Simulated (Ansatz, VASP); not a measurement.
**SnSe in VASP and in Ansatz**

```
Sn Se
1.0
     0.00000    3.05935    3.05935
     3.05935    0.00000    3.05935
     3.05935    3.05935    0.00000
Sn Se
1 1
Direct
  0.00000 0.00000 0.00000
  0.50000 0.50000 0.50000
```

Change from the starting cell: volume scaled by 1.05, PAW files.

Alike in both runs: task electric field gradients; functional PBE; k mesh 7 × 7 × 7; occupations fermi-dirac, width 0.01 eV; no spin polarisation.

```csv
,VASP,Ansatz
version,VASP 6.6.1,Ansatz 0.2.0
potentials or method,"VASP PAW PBE potentials, release 64 (Sn_d, Se)","PAW with Ansatz's default frozen-core files, scalar-relativistic"
plane-wave cutoff (eV),400,420
valence electrons in the cell,20,30
```

```csv
,VASP,Ansatz,Ansatz less VASP
pressure (GPa),-1.4,-1.4,+0.03
```

With one functional, cell and mesh, what is left measures potentials, basis and numerics. VASP's potentials hold 20 valence electrons a cell and Ansatz's 30, so a difference there can come from the potentials and not from the codes.
